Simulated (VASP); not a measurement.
Here is a VASP 6.6.1 calculation.

The input INCAR:

```
SYSTEM = CuNi2
  PREC = Accurate
  ENCUT = 520
  EDIFF = 1E-6
  ISMEAR = 0
  SIGMA = 0.1
  LREAL = .FALSE.
  LASPH = .TRUE.
  NELM = 150
  ALGO = Fast
  ISIF = 2
  LWAVE = .FALSE.
  LCHARG = .FALSE.
  ISPIN = 2
  MAGMOM = 0 0 -0.51 -0.51 -0.51 -0.51
  LORBIT = 11
  LMAXMIX = 4
  GGA = PE
  NBANDS = 44
```

The input KPOINTS:

```
Automatic mesh
0
G
  6 6 2
  0 0 0
```

The input POSCAR:

```
CuNi2
1.0
    2.4995946000      0.0000000000      0.0000000000
   -1.2497973000      2.1647124000      0.0000000000
    0.0000000000      0.0000000000     12.4326883000
Cu Ni
2 4
Direct
    0.0000000000      0.0000000000      0.1678940000
    0.0000000000      0.0000000000      0.8321060000
    0.0000000000      0.0000000000      0.5000000000
    0.3333333000      0.6666667000      0.3370100000
    0.3333333000      0.6666667000      0.6629900000
    0.3333333000      0.6666667000      0.0000000000
```

Potentials or basis: VASP PAW PBE potentials, release 64 (Cu, Ni).

Run with:

```sh
$ cat potpaw_PBE.64/Cu/POTCAR potpaw_PBE.64/Ni/POTCAR > POTCAR
$ mpirun -np 1 vasp_std > vasp.out
```

Problem. Estimate the net moment.

Solution. -1.83 μB per cell.

Problem. What does it give for the site moments?

Solution. Cu -0.01; Ni -0.70, -0.55, -0.05 μB.

Forces on the atoms (eV/Å):
```
Cu   0.000  0.000 -0.031
Cu   0.000  0.000  0.031
Ni   0.000  0.000  0.000
Ni   0.000  0.000  0.071
Ni   0.000  0.000 -0.071
Ni   0.000  0.000  0.000
```

Caveat: the k points lie up to 0.48 Å⁻¹ apart.
